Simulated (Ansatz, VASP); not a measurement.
## Two plane-wave programs on HfB

```
Hf B
1.0
     0.00000    2.41704    2.41704
     2.41704    0.00000    2.41704
     2.41704    2.41704    0.00000
Hf B
1 1
Direct
  0.50000 0.50000 0.50000
  0.00000 0.00000 0.00000
```

Alike in both runs: functional PBE; k mesh 20 × 20 × 20; occupations gaussian, width 0.1 eV; no spin polarisation.

Ansatz relaxed the structure, and its values are those at the end. VASP's run is a single point on that final structure, the one shown.

|  | VASP | Ansatz |
| --- | --- | --- |
| version | VASP 6.6.1 | Ansatz 0.2.0 |
| potentials or method | VASP PAW PBE potentials, release 64 (Hf_pv, B), cutoff 520 eV | scalar-relativistic, plane waves, PAW |
| valence electrons in the cell | 13 | 29 |

|  | VASP | Ansatz | Ansatz less VASP |
| --- | --- | --- | --- |
| gap on the k mesh at the Fermi level (eV) | none | none | - |
| pressure (GPa) | 0.0 | 0.0 | -0.04 |

A gap of «none» marks a metal or a gap that the smearing closes. VASP's potentials hold 13 valence electrons a cell and Ansatz's 29, so a difference there can come from the potentials and not from the codes.

Spin-orbit coupling is off throughout.
